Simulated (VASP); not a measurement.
Input of a VASP 6.6.1 run:

File INCAR:

```
  PREC = Accurate
  ENCUT = 520
  EDIFF = 1E-7
  ISMEAR = -1
  SIGMA = 0.08
  LREAL = False
  LASPH = True
  NELM = 100
  ALGO = Normal
  ISIF = 2
  LWAVE = False
  LCHARG = True
  GGA = PE
  LELF = True
  LVHAR = True
  NBANDS = 21
```

Contents of KPOINTS:

```
regular mesh
0
Gamma
  16 16 9
```

File POSCAR:

```
W
1.0
    2.7543623388      0.0000000000      0.0000000000
   -1.3771811694      2.3853477567      0.0000000000
    0.0000000000      0.0000000000      4.8819653132
W
2
Direct
    0.3333333333      0.6666666667      0.2500000000
    0.6666666667      0.3333333333      0.7500000000
```

Potentials or basis: VASP PAW PBE potentials, release 64 (W_sv).

Run with:

```bash
$ cat potpaw_PBE.64/W_sv/POTCAR > POTCAR
$ mpirun -np 1 vasp_std > vasp.out
```

Question: Estimate the pressure.

Answer: 9.3 GPa.

Question: Predict the band gap on the k mesh.

Answer: Zero (bands 14 and 15 overlap by 1.73 eV).

Stress tensor (GPa, compression positive):
```
9.34 0.00 0.00
0.00 9.34 0.00
0.00 0.00 9.20
```

Caveat: the cell stands under pressure; spin-orbit coupling is left out, which moves the levels of the heavy elements.
